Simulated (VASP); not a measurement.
**Pb: single point with PBE**

Pb:

```xyz
2
Lattice="-2.3100 2.3100 1.2479 2.3100 -2.3100 1.2479 2.3100 2.3100 -1.2479" Properties=species:S:1:pos:R:3 pbc="T T T"
Pb    0.0000   -1.1550   -0.3120
Pb    0.0000    1.1550    0.3120
```

This cell differs from its parent crystal: volume scaled by 0.4.

- Program: VASP 6.6.1
- Task: single point
- Functional: PBE
- Potentials or basis: VASP PAW PBE potentials, release 64 (Pb_d)
- Cutoff: 520 eV
- k mesh: 14 × 14 × 14
- Occupations: fermi-dirac, width 0.05 eV
- Spin: no spin polarisation
- Dipole correction: no
- Further INCAR settings: ALGO = Normal; EDIFF = 1e-06; NBANDS = 21

The pressure is 327.3 GPa and the band gap on the k mesh is zero (band 14 reaches 25.58 eV, above the bottom of band 15 at 16.91 eV).

Stress tensor (GPa, compression positive):
```
327.46   0.00   0.00
  0.00 327.46   0.00
  0.00   0.00 327.00
```

Levels at points of the mesh, in eV from the Fermi level:
| k point | band 10 | band 11 | band 12 | band 13 | band 14 | band 15 | band 16 | band 17 | band 18 | band 19 |
| --- | --- | --- | --- | --- | --- | --- | --- | --- | --- | --- |
| (0.00, 0.00, 0.00) | -18.86 | -17.88 | -6.02 | -6.02 | -2.51 | 3.31 | 7.22 | 7.22 | 12.43 | 12.67 |
| (0.50, 0.00, 0.00) | -18.57 | -11.43 | -10.38 | -4.97 | -3.50 | -2.07 | 2.80 | 3.08 | 8.20 | 8.52 |
| (0.50, 0.50, 0.00) | -19.34 | -16.99 | -16.99 | 0.74 | 0.74 | 2.05 | 2.05 | 6.78 | 6.78 | 12.67 |
| (0.50, 0.50, 0.50) | -19.84 | -12.05 | -12.05 | -10.93 | -10.93 | 7.58 | 7.58 | 11.00 | 11.00 | 12.38 |

Wall time 73 s on 1 thread of Intel(R) Xeon(R) 6975P-C (Granite Rapids), with other jobs on the host, peak memory 0.24 GiB.

Caveat: spin-orbit coupling is left out, which moves the levels of the heavy elements.
